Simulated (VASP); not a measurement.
A run of VASP 6.6.1:

Contents of INCAR:

```
SYSTEM = C
PREC     = Accurate       ! precision mode
ENCUT    = 520            ! plane-wave cutoff, eV
EDIFF    = 1E-6           ! SCF threshold, eV
ISMEAR   = 0              ! smearing method
SIGMA    = 0.05           ! smearing width, eV
LREAL    = .FALSE.        ! projectors in reciprocal space
LASPH    = .TRUE.         ! aspherical terms in the spheres
NELM     = 80             ! most SCF steps
ALGO     = Normal         ! electronic algorithm
ISIF     = 2              ! what is computed and relaxed
LWAVE    = .FALSE.        ! write WAVECAR
LCHARG   = .FALSE.        ! write CHGCAR
IBRION   = 2              ! ionic algorithm
NSW      = 100            ! ionic steps
EDIFFG   = -0.01          ! ionic threshold
```

Contents of KPOINTS:

```
regular mesh
0
G
  12 12 12
  0 0 0
```

Contents of POSCAR:

```
C
1.0
    1.2340257742      0.7073000252      3.2902288568
   -1.2280929087      0.6919798210      3.2913057702
   -0.0103012533     -1.4155018856      3.2942306576
C
2
Direct
    0.1969607982      0.0366801627      0.2321789326
    0.8030392018      0.9633198373      0.7678210674
```

Potentials or basis: VASP PAW LDA potentials, release 64 (C).

Launch:

```sh
$ cat potpaw_LDA.64/C/POTCAR > POTCAR
$ mpirun -np 1 vasp_std > vasp.out
```

Hardware: 1 thread of Oxide Virtual Turin-like Processor (shared host).

Q: Estimate the wall time of this run.

A: It took 28 min on 1 thread of Oxide Virtual Turin-like Processor, with other jobs on the host, peak memory 0.18 GiB. Counts: scf iterations 150, k points 868, ion steps 25.
